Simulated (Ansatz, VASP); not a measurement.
Two plane-wave programs on Be

```
CELL_PARAMETERS angstrom
2.14431 0.00000 0.00000
-1.07215 1.85703 0.00000
0.00000 0.00000 2.45053
ATOMIC_POSITIONS crystal
Be 0.00000 0.00000 0.00000
```

Alike in both runs: functional PBE; k mesh 12 × 12 × 8; occupations gaussian, width 0.1 eV; no spin polarisation.

Ansatz relaxed the structure, and its values are those at the end. VASP's run is a single point on that final structure, the one shown.

|  | VASP | Ansatz |
| --- | --- | --- |
| version | VASP 6.6.1 | Ansatz 0.2.0 |
| potentials or method | VASP PAW PBE potentials, release 64 (Be), cutoff 520 eV | scalar-relativistic, plane waves, PAW |
| valence electrons in the cell | 2 | 2 |

|  | VASP | Ansatz | Ansatz less VASP |
| --- | --- | --- | --- |
| gap on the k mesh at the Fermi level (eV) | none | none | - |
| pressure (GPa) | 0.1 | 0.0 | -0.12 |

A gap of «none» marks a metal or a gap that the smearing closes.
